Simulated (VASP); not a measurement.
## CoC3: relaxation of cell and atoms with PBE

The system is CoC3.

```xyz
4
Lattice="3.1160 0.0000 0.0000 0.0000 3.1160 0.0000 0.0000 0.0000 3.1160" Properties=species:S:1:pos:R:3 pbc="T T T"
Co    0.0000    0.0000    0.0000
C     0.0000    1.5580    1.5580
C     1.5580    0.0000    1.5580
C     1.5580    1.5580    0.0000
```

```yaml
Program: VASP 6.6.1
Task: relaxation of cell and atoms
Functional: PBE
Potentials_or_basis: VASP PAW PBE potentials, release 64 (Co, C)
Cutoff: 600 eV
k_mesh: 14 × 14 × 14
Occupations: gaussian, width 0.1 eV
Spin: no spin polarisation
Dipole_correction: no
Further_INCAR_settings: ALGO = Normal; EDIFF = 1e-07; IBRION = 2; EDIFFG = -0.01; NSW = 100; ISIF = 3
```

The relaxed volume is 7.58 Å³/atom. The relaxed cell is a = 3.118 Å, b = 3.118 Å, c = 3.118 Å, α = 90.00°, β = 90.00°, γ = 90.00° and the space group after relaxing (to 0.05 Å) is Pm-3m (No. 221). The energy gained by relaxing is 0.0 meV/atom, the ionic steps are 3 and the pressure after relaxing is 0.0 GPa.

Step by step:
```csv
step,energy change (eV),largest force (eV/Å),pressure (GPa),volume (Å³)
1,0.0000,0.0000,0.49,30.25
2,-0.0001,0.0000,-0.23,30.35
3,-0.0001,0.0000,0.00,30.32
```

Final structure:
```
CELL_PARAMETERS angstrom
3.11830 0.00000 0.00000
0.00000 3.11830 0.00000
0.00000 0.00000 3.11830
ATOMIC_POSITIONS crystal
Co 0.00000 0.00000 0.00000
C 0.00000 0.50000 0.50000
C 0.50000 0.00000 0.50000
C 0.50000 0.50000 0.00000
```

Levels at points of the mesh, in eV from the Fermi level:
```csv
k point,band 9,band 10,band 11,band 12,band 13,band 14
"(0.00, 0.00, 0.00)",-1.77,-0.20,-0.20,1.58,1.58,1.58
"(0.50, 0.00, 0.00)",-1.44,-1.44,0.47,0.47,0.97,1.43
"(0.50, 0.50, 0.00)",-0.93,-0.70,0.49,0.58,0.58,2.74
"(0.50, 0.50, 0.50)",-1.19,-0.07,-0.07,-0.07,3.59,5.60
```

It used 370 s of CPU time on 1 thread of AMD EPYC 7R13 Processor (Zen 3), with other jobs on the host.

Spin polarisation is off, so any magnetic state and its effect on volume and gap are missing.
